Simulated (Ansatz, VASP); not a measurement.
One calculation of HfB2, two programs

```
CELL_PARAMETERS angstrom
6.34804 0.00000 0.00000
0.00000 2.37239 2.37224
0.00000 -2.37239 2.37224
ATOMIC_POSITIONS crystal
Hf 0.25000 0.24126 0.24122
Hf 0.75000 0.24122 0.24126
B 0.25000 0.74124 0.74122
B 0.75000 0.74122 0.74124
B 0.00000 0.74130 0.74130
B 0.50000 0.74130 0.74130
```

Alike in both runs: functional PBE; k mesh 4 × 4 × 4; occupations gaussian, width 0.1 eV; no spin polarisation.

Ansatz relaxed the structure, and its values are those at the end. VASP's run is a single point on that final structure, the one shown.

|  | VASP | Ansatz |
| --- | --- | --- |
| version | VASP 6.6.1 | Ansatz 0.2.0 |
| potentials or method | VASP PAW PBE potentials, release 64 (Hf_pv, B), cutoff 520 eV | scalar-relativistic, plane waves, PAW |
| valence electrons in the cell | 32 | 64 |

VASP gave:

| Item | Value |
| --- | --- |
| gap on the k mesh at the Fermi level (eV) | none |
| pressure (GPa) | -0.4 |

Q: What did Ansatz give for the same quantities?

A: gap on the k mesh at the Fermi level (eV): none; pressure (GPa): 0.0.

A gap of «none» marks a metal or a gap that the smearing closes. VASP's potentials hold 32 valence electrons a cell and Ansatz's 64, so a difference there can come from the potentials and not from the codes.

The k mesh is coarse, so the values compare programs but aren't converged. Spin-orbit coupling is off throughout.
